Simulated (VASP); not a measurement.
Set up this calculation in VASP 6.6.1, as the native input.

```yaml
Task: single point
Functional: PBE
Dispersion: D3(BJ)
Potentials_or_basis: VASP PAW PBE potentials, release 64 (Os)
Cutoff: 600 eV
k_mesh: 10 × 10 × 10
Occupations: gaussian, width 0.1 eV
Spin: no spin polarisation
Dipole_correction: no
Further_INCAR_settings: ALGO = Normal; EDIFF = 1e-06; NBANDS = 10
```

The structure of Os lies in POSCAR:

```
Os
1.0
    0.0000000000      1.9220413878      1.9220413878
    1.9220413878      0.0000000000      1.9220413878
    1.9220413878      1.9220413878      0.0000000000
Os
1
Direct
    0.0000000000      0.0000000000      0.0000000000
```

This isn't the form of Os at room conditions, which is hcp.

One way to write it, as run:

INCAR

```
SYSTEM = Os
PREC = Accurate
ENCUT = 600
EDIFF = 1E-6
ISMEAR = 0
SIGMA = 0.1
LREAL = .FALSE.
LASPH = .TRUE.
NELM = 120
ALGO = Normal
ISIF = 2
LWAVE = .FALSE.
LCHARG = .FALSE.
GGA = PE
IVDW = 12
NBANDS = 10
GGA_COMPAT = .FALSE.
```

KPOINTS

```
regular mesh
0
G
  10 10 10
  0 0 0
```

Potentials or basis: VASP PAW PBE potentials, release 64 (Os).

Command:

```bash
$ cat potpaw_PBE.64/Os/POTCAR > POTCAR
$ mpirun -np 1 vasp_std > vasp.out
```

It gave:

* Pressure: -3.1 GPa
* Band gap on the k mesh: zero (bands 4 and 5 overlap by 3.89 eV)
* Dispersion energy per atom: -0.644 eV

Caveat: the cell stands under tension; spin-orbit coupling is left out, which moves the levels of the heavy elements.

It took 8.6 s on 1 thread of AMD EPYC 9R45 (Zen 5), with other jobs on the host, peak memory 0.12 GiB.
